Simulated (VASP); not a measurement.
Runs of VASP 6.6.1 on SnS2 (Berndtite-2T). Symmetry: P-3m1, No. 164, trigonal system. The conventional cell has a = 3.639 Å, b = 3.639 Å, c = 5.868 Å, α = 90.00°, β = 90.00°, γ = 120.00°. Within 3.4 Å of Sn (site symmetry -3m) lie 6 S at 2.56 Å. S (site symmetry 3m) has 3 Sn at 2.56 Å within 3.4 Å. 

| k mesh | gap on the mesh (eV) | pressure (GPa) | largest force (eV/Å) |
| --- | --- | --- | --- |
| 6 × 6 × 4 | 1.39 | 1.1 | 0.09 |
| 4 × 4 × 2 | 1.43 | 1.4 | 0.07 |
| 3 × 3 × 2 | 1.82 | (c) | (b) |
| 5 × 5 × 3 | (a) | 1.2 | 0.07 |

Alike in all rows: task single point; level PBEsol; potentials or basis VASP PAW PBE potentials, release 64 (Sn_d, S); no spin polarisation; cell as given; cutoff (eV) 500; smearing gaussian 0.01 eV.

**Question.** Estimate the missing entries.

**Answer.** (a) 1.38; (b) 0.01; (c) 2.3.

Caveats: some runs use coarse meshes; the PAW data sets were made with another functional, which shifts forces and pressure a little; spin-orbit coupling is left out, which moves the levels of the heavy elements; this functional lacks dispersion, which binds the layers, so the pressure and a relaxed spacing across them are unreliable.

A k mesh can miss the band edges, and the runs leave out spin-orbit coupling on Sn.
